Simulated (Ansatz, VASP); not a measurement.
Cu in VASP and in Ansatz

```
Cu
1.0
     0.00000    1.78169    1.82623
     1.78169    0.00000    1.82623
     1.78169    1.78169    0.00000
Cu
1
Direct
  0.00000 0.00000 0.00000
```

Change from the starting cell: strain +0.000 along x and y, +0.025 along z, atoms carried along.

Alike in both runs: task single point; functional PBEsol; k mesh 28 × 28 × 28; occupations gaussian, width 0.15 eV; no spin polarisation.

|  | VASP | Ansatz |
| --- | --- | --- |
| version | VASP 6.6.1 | Ansatz 0.2.0 |
| potentials or method | VASP PAW PBE potentials, release 64 (Cu), cutoff 520 eV | scalar-relativistic, plane waves, PAW |
| valence electrons in the cell | 11 | 19 |

Ansatz gave:

```
gap on the k mesh at the Fermi level (eV)                     : none
pressure (GPa)                                                : -3.9
traceless stress, the component that is largest in VASP (GPa) : -1.14
```

Q: Which values does VASP return?

A: gap on the k mesh at the Fermi level (eV): none; pressure (GPa): -3.1; traceless stress, the component that is largest in VASP (GPa): -1.13.

VASP's potentials were made for PBE, not for PBEsol. A gap of «none» marks a metal or a gap that the smearing closes. The functional is the same, so the differences come from potentials, cutoffs and numerics. VASP's potentials hold 11 valence electrons a cell and Ansatz's 19, so a difference there can come from the potentials and not from the codes.
